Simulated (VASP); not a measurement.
Wanted: the native input for a VASP 6.6.1 run.

| Quantity | Value |
| --- | --- |
| Task | single point |
| Functional | PBE |
| Potentials or basis | VASP PAW PBE potentials, release 64 (Ba_sv, Zr_sv, O) |
| Cutoff | 520 eV |
| k mesh | 4 × 4 × 4 |
| Occupations | gaussian, width 0.1 eV |
| Spin | no spin polarisation |
| Dipole correction | no |
| Further INCAR settings | ALGO = Normal; EDIFF = 1e-06; NBANDS = 28 |

The structure of BaZrO3 lies in POSCAR:

```
BaZrO3
1.0
    4.2268117978      0.0000000000      0.0000000000
    0.0000000000      4.2268117978      0.0000000000
    0.0000000000      0.0000000000      4.2268117978
Ba Zr O
1 1 3
Direct
    0.0000000000      0.0000000000      0.0000000000
    0.5000000000      0.5000000000      0.5000000000
    0.5000000000      0.0000000000      0.5000000000
    0.5000000000      0.5000000000      1.0000000000
    1.0000000000      0.5000000000      0.5000000000
```

These files were run (other wordings do the same):

INCAR

```
SYSTEM = BaZrO3
PREC = Accurate
ENCUT = 520
EDIFF = 1E-6
ISMEAR = 0
SIGMA = 0.1
LREAL = .FALSE.
LASPH = .TRUE.
NELM = 100
ALGO = Normal
ISIF = 2
LWAVE = .FALSE.
LCHARG = .FALSE.
GGA = PE
NBANDS = 28
```

KPOINTS

```
Automatic mesh
0
G
  4 4 4
  0 0 0
```

Potentials or basis: VASP PAW PBE potentials, release 64 (Ba_sv, Zr_sv, O).

Launch:

```sh
$ cat potpaw_PBE.64/Ba_sv/POTCAR potpaw_PBE.64/Zr_sv/POTCAR potpaw_PBE.64/O/POTCAR > POTCAR
$ mpirun -np 1 vasp_std > vasp.out
```

It gave:

| Quantity | Value |
| --- | --- |
| Pressure | 1.0 GPa |
| Band gap on the k mesh | 3.13 eV, indirect (least direct gap 3.38 eV) |

Caveat: spin-orbit coupling is left out, which moves the levels of the heavy elements.

Run time: 8.2 s on 1 thread of Intel(R) Xeon(R) 6975P-C (Granite Rapids) (shared host), peak memory 0.18 GiB.
